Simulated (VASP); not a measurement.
# Co (P6_3/mmc) in VASP: a series of runs

Runs on Co. Level: RPBE. Tasks: single point.

Everything below comes from runs of VASP 6.6.1. Logs are shortened: lines on timing, memory, paths and dates and some standing lists are left out, and cuts for length are marked.

### 1 The cell of the first run

Symmetry: P6_3/mmc, No. 194, hexagonal system. The conventional cell has a = 2.519 Å, b = 2.519 Å, c = 8.172 Å, α = 90.00°, β = 90.00°, γ = 120.00°. Within 3.3 Å of Co (site symmetry -3m) lie 12 Co at 2.51 to 2.52 Å. Within 3.3 Å of Co (site symmetry -6m2) lie 12 Co at 2.51 to 2.52 Å.

### 2 Single point, RPBE, collinear spin, antiferromagnetic start

Contents of INCAR:

```
SYSTEM = Co
  ALGO = Normal
  EDIFF = 1E-6
  ENCUT = 520
  GGA = RP
  ISIF = 2
  ISMEAR = -1
  ISPIN = 2
  LASPH = .True.
  LCHARG = .False.
  LMAXMIX = 4
  LORBIT = 11
  LREAL = .False.
  LWAVE = .False.
  MAGMOM = 1.7 1.7 -1.7 -1.7
  NBANDS = 30
  NELM = 150
  PREC = Accurate
  SIGMA = 0.05
```

Contents of KPOINTS:

```
k-points
0
Gamma
  14 14 4
  0 0 0
```

Contents of POSCAR:

```
Co
1.0
    2.5185296095      0.0000000000      0.0000000000
   -1.2592648048      2.1811106220      0.0000000000
    0.0000000000      0.0000000000      8.1716774884
Co
4
Direct
    0.0000000000      0.0000000000      0.0000000000
    0.0000000000      0.0000000000      0.5000000000
    0.3333333333      0.6666666667      0.2500000000
    0.6666666667      0.3333333333      0.7500000000
```

Potentials or basis: VASP PAW PBE potentials, release 64 (Co).

Started as:

```console
$ cat potpaw_PBE.64/Co/POTCAR > POTCAR
$ mpirun -np 1 vasp_std > vasp.out
```

OUTCAR:

```text
SYSTEM = Co
   EDIFF = 1E-6
   ENCUT = 520
   GGA = RP
   ISIF = 2
   ISMEAR = -1
   ISPIN = 2
   LASPH = .True.
   LORBIT = 11
   LREAL = .False.
   NELM = 150
   PREC = Accurate

 ion  position               nearest neighbor table
   1  0.000  0.000  0.000-   3 2.51   4 2.51   4 2.51   3 2.51   4 2.51   3 2.51
   2  0.000  0.000  0.500-   3 2.51   4 2.51   4 2.51   3 2.51   4 2.51   3 2.51
   3  0.333  0.667  0.250-   1 2.51   2 2.51   1 2.51   2 2.51   1 2.51   2 2.51
   4  0.667  0.333  0.750-   1 2.51   2 2.51   1 2.51   2 2.51   1 2.51   2 2.51

  LATTYP: Found a hexagonal cell.
 ALAT       =     2.5185296095
 C/A-ratio  =     3.2446223612

  Lattice vectors:

 A1 = (   2.5185296095,   0.0000000000,   0.0000000000)
 A2 = (  -1.2592648048,   2.1811106220,   0.0000000000)
 A3 = (   0.0000000000,   0.0000000000,   8.1716774884)

Analysis of symmetry for initial positions (statically):
=====================================================================
 Subroutine PRICEL returns:
 Original cell was already a primitive cell.

 Routine SETGRP: Setting up the symmetry group for a
 hexagonal supercell.

 Subroutine GETGRP returns: Found 24 space group operations
 (whereof 12 operations were pure point group operations)
 out of a pool of 24 trial point group operations.

The static configuration has the point symmetry D_3d.
 The point group associated with its full space group is D_6h.

Analysis of symmetry for dynamics (positions and initial velocities):
=====================================================================
 Subroutine PRICEL returns:
 Original cell was already a primitive cell.

 Routine SETGRP: Setting up the symmetry group for a
 hexagonal supercell.

 Subroutine GETGRP returns: Found 24 space group operations
 (whereof 12 operations were pure point group operations)
 out of a pool of 24 trial point group operations.

The dynamic configuration has the point symmetry D_3d.
 The point group associated with its full space group is D_6h.

Analysis of structural, dynamic, and magnetic symmetry:
=====================================================================
 Subroutine PRICEL returns:
 Original cell was already a primitive cell.

 Routine SETGRP: Setting up the symmetry group for a
 hexagonal supercell.

 Subroutine GETGRP returns: Found 24 space group operations
 (whereof 12 operations were pure point group operations)
 out of a pool of 24 trial point group operations.

[... 130 lines left out ...]
   GGA     = RP    functional components
   LHFCALC =     F    Hartree Fock is set to
   AEXX    =    0.0000 exact exchange contribution
   IVDW    =     0    specifies the selected vdW correction
   LEPSILON=     F    determine dielectric tensor
   LRPA    =     F    only Hartree local field effects (RPA)
 spin polarized calculation
  energy-cutoff  :      520.00
  volume of cell :       44.89
 maximum number of plane-waves:      1242
 NGX is ok and might be reduce to    20
   NGX =  9   NGY =  9   NGZ = 31

 number of electron      36.0000019 magnetization       0.0922476

 number of electron      36.0000019 magnetization      -0.3689358

 Free energy of the ion-electron system (eV)
  ---------------------------------------------------
  ext. energy  EPLUGINS =         0.00000000
  ---------------------------------------------------
  free energy    TOTEN  =       -25.08978949 eV

  energy without entropy =      -25.00275379  energy(sigma->0) =      -25.04627164

 E-fermi :   9.9040     XC(G=0): -13.1063

 val. band max:        9.8986932413   @ k =   0.2857   0.2143   0.2500
 cond. band min:       9.9074099397   @ k =   0.2857   0.1429   0.2500
 fundamental gap:      0.0087166984
 Fermi energy:         9.9040465758

 spin component 1

 k-point     1 :       0.0000    0.0000    0.0000
  band No.  band energies     occupation
      1       1.2025      1.00000
      2       3.3874      1.00000
      3       3.4694      1.00000
      4       5.3998      1.00000
      5       7.3512      1.00000
      6       7.7048      1.00000
[... 781 lines left out ...]
     29      19.7553      0.00000
     30      22.4199      0.00000

 [... further k-points ...]

 spin component 2

 k-point     1 :       0.0000    0.0000    0.0000
  band No.  band energies     occupation
      1       1.2070      1.00000
      2       3.3688      1.00000
      3       3.4814      1.00000
      4       5.3027      1.00000
      5       7.1823      1.00000
      6       7.5742      1.00000
[... 781 lines left out ...]
     29      19.8195      0.00000
     30      22.3362      0.00000

 [... further k-points ...]

------------------------ aborting loop because EDIFF is reached ----------------------------------------

  FORCE on cell =-STRESS in cart. coord.  units (eV):
  Direction    XX          YY          ZZ          XY          YZ          ZX
  --------------------------------------------------------------------------------------
  -------------------------------------------------------------------------------------
  Total       -2.0810408     -2.0810408     -0.3067296      0.0000000      0.0000000     -0.0000000
  in kB      -74.2771460    -74.2771460    -10.9478850      0.0000000      0.0000000     -0.0000000
  external PRESSURE =     -53.1673923 kB  Pullay stress =       0.0000000 kB

 VOLUME and BASIS-vectors are now :
 -----------------------------------------------------------------------------
  energy-cutoff  :      520.00
  volume of cell :       44.89
      direct lattice vectors                 reciprocal lattice vectors
     2.518529609  0.000000000  0.000000000     0.397057075  0.229241009  0.000000000
    -1.259264805  2.181110622  0.000000000     0.000000000  0.458482018  0.000000000
     0.000000000  0.000000000  8.171677488     0.000000000  0.000000000  0.122373895

 POSITION                                       TOTAL-FORCE (eV/Angst)
 -----------------------------------------------------------------------------------
      0.00000      0.00000      0.00000        -0.000000      0.000000     -0.000000
      0.00000      0.00000      4.08584        -0.000000      0.000000     -0.000000
     -0.00000      1.45407      2.04292         0.000000     -0.000000      0.000000
      1.25926      0.72704      6.12876        -0.000000      0.000000      0.000000
 -----------------------------------------------------------------------------------
    total drift:                                0.000000     -0.000000      0.000000

  FREE ENERGIE OF THE ION-ELECTRON SYSTEM (eV)
  ---------------------------------------------------
  free  energy   TOTEN  =       -25.0897894896 eV

  energy  without entropy=      -25.0027537909  energy(sigma->0) =      -25.04627164

 total charge

# of ion       s       p       d       tot
------------------------------------------
    1        0.474   0.493   7.243   8.210
    2        0.474   0.493   7.243   8.210
    3        0.474   0.495   7.237   8.206
    4        0.474   0.495   7.237   8.206
--------------------------------------------------
tot          1.897   1.976  28.960  32.834

 magnetization (x)

# of ion       s       p       d       tot
------------------------------------------
    1        0.001   0.011   1.053   1.065
    2        0.001   0.011   1.053   1.065
    3        0.001  -0.004  -1.250  -1.253
    4        0.001  -0.004  -1.250  -1.253
--------------------------------------------------
tot          0.005   0.013  -0.393  -0.375
```

OSZICAR:

```text
N       E                     dE             d eps       ncg     rms          rms(c)
DAV:   1     0.238056198383E+03    0.23806E+03   -0.15196E+04  8720   0.159E+03
DAV:   2    -0.151580473213E+02   -0.25321E+03   -0.23728E+03  8640   0.307E+02
DAV:   3    -0.294739020576E+02   -0.14316E+02   -0.13551E+02  9642   0.988E+01
DAV:   4    -0.297318588488E+02   -0.25796E+00   -0.25755E+00 10796   0.129E+01
[... 25 lines left out ...]
DAV:  30    -0.250897914986E+02   -0.23831E-05   -0.92794E-06  8824   0.289E-02    0.188E-02
DAV:  31    -0.250897949435E+02   -0.34448E-05   -0.39854E-06  6612   0.300E-02    0.231E-02
DAV:  32    -0.250897887104E+02    0.62331E-05   -0.17578E-05 10266   0.742E-02    0.848E-03
DAV:  33    -0.250897894896E+02   -0.77921E-06   -0.28317E-06  6496   0.195E-02
   1 F= -.25089789E+02 E0= -.25046272E+02  d E =-.870357E-01  mag=    -0.3700
```

stdout:

```text
POSCAR found type information on POSCAR Co
 POSCAR found :  1 types and       4 ions
 scaLAPACK will be used
 -----------------------------------------------------------------------------
|                                                                             |
|                                                                             |
|     You enforced a specific xc type in the INCAR file but a different       |
|     I HOPE YOU KNOW WHAT YOU ARE DOING!                                     |
|                                                                             |
 -----------------------------------------------------------------------------

 LDA part: xc-table for (Slater+PW92), standard interpolation
 POSCAR, INCAR and KPOINTS ok, starting setup
 FFT: planning ... GRIDC
 FFT: planning ... GRID_SOFT
 FFT: planning ... GRID
 WAVECAR not read
 entering main loop
```

Run time: 3.3 min. Hardware: 1 thread of Intel Xeon 6975P-C (Granite Rapids), shared host; peak memory 0.27 GiB.

What came out:

* Free energy: -25.0898 eV
* Pressure: -5.3 GPa
* Net moment: -0.37 μB per cell
* Site moments: Co +1.06, -1.25 μB
* Valence electrons inside the program's atomic spheres: Co 8.21

Stress tensor (GPa, compression positive):
```
-7.43  0.00  0.00
 0.00 -7.43  0.00
 0.00  0.00 -1.09
```

Levels at points of the mesh, in eV from the Fermi level:
Spin up:
```csv
k point,band 15,band 16,band 17,band 18,band 19,band 20,band 21,band 22
"(0.00, 0.00, 0.00)",-1.35,-0.94,-0.94,-0.47,-0.47,-0.15,0.13,0.13
"(0.50, 0.00, 0.00)",-0.29,0.08,0.46,0.50,0.59,0.96,0.97,1.52
"(0.00, 0.00, 0.50)",-1.37,-1.37,-0.68,-0.68,-0.68,-0.68,0.32,0.32
"(0.50, 0.00, 0.50)",-0.36,-0.36,0.13,0.13,0.97,0.97,1.58,1.58
```
Spin down:
| k point | band 15 | band 16 | band 17 | band 18 | band 19 | band 20 | band 21 | band 22 |
| --- | --- | --- | --- | --- | --- | --- | --- | --- |
| (0.00, 0.00, 0.00) | -1.29 | -1.01 | -1.01 | -0.62 | -0.62 | -0.14 | 0.24 | 0.24 |
| (0.50, 0.00, 0.00) | -0.26 | 0.08 | 0.31 | 0.35 | 0.36 | 0.89 | 0.89 | 1.43 |
| (0.00, 0.00, 0.50) | -1.44 | -1.44 | -0.73 | -0.73 | -0.73 | -0.73 | 0.25 | 0.25 |
| (0.50, 0.00, 0.50) | -0.49 | -0.49 | 0.06 | 0.06 | 0.89 | 0.89 | 1.64 | 1.64 |

Caveat: the PAW data sets were made with another functional, which shifts forces and pressure a little.

[end of part 1 of 2]
